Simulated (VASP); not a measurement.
Write the native input for VASP 6.6.1 that does the following.

| Item | Value |
| --- | --- |
| Task | single point |
| Functional | r2SCAN |
| Potentials or basis | VASP PAW PBE potentials, release 64 (C) |
| Cutoff | 520 eV |
| k mesh | 14 × 14 × 14 |
| Occupations | gaussian, width 0.05 eV |
| Spin | no spin polarisation |
| Dipole correction | no |
| Further INCAR settings | ALGO = Normal; EDIFF = 1e-06; NBANDS = 11 |

The system is C.

```
C
1.0
     0.00000    2.12700    3.34800
     1.22800    0.00000    3.34800
     1.22800    2.12700    0.00000
C
2
Direct
  0.16667 0.83333 0.16667
  0.83333 0.16667 0.83333
```

These files were run (other wordings do the same):

POSCAR

```
C
1.0
    0.0000000000      2.1270000000      3.3480000000
    1.2280000000      0.0000000000      3.3480000000
    1.2280000000      2.1270000000      0.0000000000
C
2
Direct
    0.1666700000      0.8333300000      0.1666700000
    0.8333300000      0.1666700000      0.8333300000
```

INCAR.step1

```
PREC     = Accurate       # precision mode
ENCUT    = 520            # plane-wave cutoff, eV
ISMEAR   = 0              # smearing method
SIGMA    = 0.05           # smearing width, eV
LREAL    = False          # projectors in reciprocal space
LASPH    = True           # aspherical terms in the spheres
NELM     = 100            # most SCF steps
NBANDS   = 11             # bands
GGA      = PE             # functional
ALGO     = Normal         # electronic algorithm
EDIFF    = 1E-4           # SCF threshold, eV
LWAVE    = True           # write WAVECAR
LCHARG   = False          # write CHGCAR
```

INCAR.step2

```
PREC     = Accurate       # precision mode
ENCUT    = 520            # plane-wave cutoff, eV
EDIFF    = 1E-6           # SCF threshold, eV
ISMEAR   = 0              # smearing method
SIGMA    = 0.05           # smearing width, eV
LREAL    = False          # projectors in reciprocal space
LASPH    = True           # aspherical terms in the spheres
NELM     = 100            # most SCF steps
ALGO     = Normal         # electronic algorithm
ISIF     = 2              # what is computed and relaxed
LWAVE    = False          # write WAVECAR
LCHARG   = False          # write CHGCAR
METAGGA  = R2SCAN         # meta-GGA
LMIXTAU  = True         
NBANDS   = 11             # bands
ISTART   = 1
```

KPOINTS

```
regular mesh
0
Gamma
  14 14 14
```

Potentials or basis: VASP PAW PBE potentials, release 64 (C).

Command:

```bash
$ cat potpaw_PBE.64/C/POTCAR > POTCAR
$ cp INCAR.step1 INCAR
$ mpirun -np 1 vasp_std > vasp.out
$ cp INCAR.step2 INCAR
$ mpirun -np 1 vasp_std > vasp.out
```

It gave:

| Property | Result |
| --- | --- |
| Pressure | 1.1 GPa |
| Largest force | 0.028 eV/Å |

Caveat: the PAW data sets were made with another functional, which shifts forces and pressure a little.

Wall time 3.6 min on 1 thread of AMD EPYC 9R14 (Zen 4), on a shared host, peak memory 0.16 GiB.
